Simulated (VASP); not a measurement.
C:

```
CELL_PARAMETERS angstrom
0.00000 1.78337 1.78337
1.78337 0.00000 1.78337
1.78337 1.78337 0.00000
ATOMIC_POSITIONS crystal
C 0.00000 0.00000 0.00000
C 0.25000 0.25000 0.25000
```

| Property | Result |
| --- | --- |
| Program | VASP 6.6.1 |
| Task | relaxation of cell and atoms |
| Functional | LDA |
| Potentials or basis | VASP PAW LDA potentials, release 64 (C) |
| Cutoff | 600 eV |
| k mesh | 12 × 12 × 12 |
| Occupations | gaussian, width 0.01 eV |
| Spin | no spin polarisation |

At the start: pressure -12.4 GPa; volume 5.67 Å³/atom.

Task: Where does the relaxation end?

Result: Over 6 steps the energy falls by 6.2 meV/atom and the volume is 5.52 Å³/atom (-2.8 %); space group Fd-3m (No. 227, to 0.05 Å).

The path:
```tsv
step	energy change (eV)	largest force (eV/Å)	pressure (GPa)	volume (Å³)
1	0.0000	0.0000	-12.37	11.34
2	0.0090	0.0000	17.95	10.64
3	-0.0123	0.0000	-0.11	11.03
4	-0.0123	0.0000	0.15	11.03
5	-0.0123	0.0000	-0.16	11.03
6	-0.0123	0.0000	-0.03	11.03
```

Final structure:
```yaml
crystal:
  lattice:
    - [0.00000, 1.76682, 1.76682]
    - [1.76682, 0.00000, 1.76682]
    - [1.76682, 1.76682, 0.00000]
  atoms:
    - { symbol: C, position: [0.00000, 0.00000, 0.00000] }
    - { symbol: C, position: [0.25000, 0.25000, 0.25000] }
```
